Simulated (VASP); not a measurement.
Input of a VASP 6.6.1 run:

The input INCAR:

```
SYSTEM = As
PREC = Accurate ; ENCUT = 520
EDIFF = 1E-6 ; ISMEAR = 0
SIGMA = 0.02 ; LREAL = .False.
LASPH = .True. ; NELM = 100
ALGO = Normal ; ISIF = 2
LWAVE = .False. ; LCHARG = .False.
LDIPOL = .True. ; IDIPOL = 3
DIPOL = 0.5 0.5 0.500 ; NBANDS = 12
```

File KPOINTS:

```
regular mesh
0
Gamma
  9 9 1
  0 0 0
```

The input POSCAR:

```
As
1.0
    3.6890000000      0.0000000000      0.0000000000
   -1.8445000000      3.1947677146      0.0000000000
    0.0000000000      0.0000000000     28.0000000000
As
2
Direct
    0.3333333333      0.6666666667      0.5317142857
    0.6666666667      0.3333333333      0.4682857143
```

Potentials or basis: VASP PAW LDA potentials, release 64 (As).

The run is started by

```bash
$ cat potpaw_LDA.64/As/POTCAR > POTCAR
$ mpirun -np 1 vasp_std > vasp.out
```

**Question.** Predict the largest force.

**Answer.** 3.847 eV/Å.

**Question.** Predict the band gap on the k mesh.

**Answer.** 0.06 eV, indirect (least direct gap 0.98 eV).

Forces on the atoms (eV/Å):
```
As   0.000  0.000 -3.847
As   0.000  0.000  3.847
```
